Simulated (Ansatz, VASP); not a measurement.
## One calculation of Si, two programs

INCAR

```
PREC = Accurate ; ENCUT = 520
EDIFF = 1E-6 ; ISMEAR = 0
SIGMA = 0.1 ; LREAL = F
LASPH = T ; NELM = 100
ALGO = Normal ; ISIF = 2
LWAVE = F ; LCHARG = F
LDIPOL = T ; IDIPOL = 3
DIPOL = 0.5 0.5 0.500 ; GGA = PE
NBANDS = 11
```

KPOINTS

```
Automatic mesh
0
Gamma
  15 15 1
```

Contents of POSCAR:

```
Si
1.0
    4.0610000000      0.0000000000      0.0000000000
   -2.0305000000      3.5169291648      0.0000000000
    0.0000000000      0.0000000000     28.0000000000
Si
2
Direct
    0.3333333333      0.6666666667      0.5101964286
    0.6666666667      0.3333333333      0.4898035714
```

Input for Ansatz:

```yaml
crystal:
  lattice:
    - [4.061, 0.0, 0.0]
    - [-2.0305, 3.5169291648, 0.0]
    - [0.0, 0.0, 28.0]
  atoms:
    - { symbol: Si, position: [0.3333333333, 0.6666666667, 0.5101964286] }
    - { symbol: Si, position: [0.6666666667, 0.3333333333, 0.4898035714] }
  periodic: [true, true, false]
basis:
  ecutwfc: 420
kpoints:
  mp_grid: { grid: [15, 15, 1] }
hamiltonian:
  xc: pbe
  pseudopotentials: { kind: paw, azcp: { folder: soft_1 } }
scf:
  occupations: { method: gaussian, width: 0.1 }
output:
  forces: true
  stress: true
  eigenvalues: true
```

Alike in both runs: task single point; functional PBE; k mesh 15 × 15 × 1; occupations gaussian, width 0.1 eV; no spin polarisation.

|  | VASP | Ansatz |
| --- | --- | --- |
| version | VASP 6.6.1 | Ansatz 0.2.0 |
| potentials or method | VASP PAW PBE potentials, release 64 (Si), cutoff 520 eV | scalar-relativistic, plane waves, PAW |
| valence electrons in the cell | 8 | 8 |

Ansatz gave:

- gap on the k mesh at the Fermi level (eV): none
- rms of the force components (eV/Å): 0.277

Problem. What did VASP give for the same quantities?

Solution. gap on the k mesh at the Fermi level (eV): none; rms of the force components (eV/Å): 0.279.

Atom by atom the forces differ by 0.002 eV/Å (rms over components). A gap of «none» marks a metal or a gap that the smearing closes. With one functional, cell and mesh, what is left measures potentials, basis and numerics.
